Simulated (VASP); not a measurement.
A run of VASP 6.6.1 is set up as follows.

Contents of INCAR:

```
SYSTEM = SiC
  PREC = Accurate
  ENCUT = 520
  EDIFF = 1E-7
  ISMEAR = 0
  SIGMA = 0.05
  LREAL = .FALSE.
  LASPH = .TRUE.
  NELM = 100
  ALGO = Normal
  ISIF = 2
  LWAVE = .FALSE.
  LCHARG = .FALSE.
  GGA = PE
  NBANDS = 11
```

Contents of KPOINTS:

```
regular mesh
0
G
  12 12 12
  0 0 0
```

File POSCAR:

```
SiC
1.0
    0.0000000000      2.1705159467      2.1705159467
    2.1705159467      0.0000000000      2.1705159467
    2.1025064471      2.1025064471      0.0680094997
Si C
1 1
Direct
    0.0000000000      0.0000000000      0.0000000000
    0.7500000000      0.7500000000      0.7500000000
```

Potentials or basis: VASP PAW PBE potentials, release 64 (Si, C).

Command:

```bash
$ cat potpaw_PBE.64/Si/POTCAR potpaw_PBE.64/C/POTCAR > POTCAR
$ mpirun -np 1 vasp_std > vasp.out
```

Problem. Predict the pressure.

Solution. 19.1 GPa.

Problem. Estimate the band gap on the k mesh.

Solution. 1.08 eV, indirect (least direct gap 4.27 eV).

Stress tensor (GPa, compression positive):
```
 19.13  10.73 -10.73
 10.73  19.13 -10.73
-10.73 -10.73  19.13
```

A k mesh can miss the band edges.
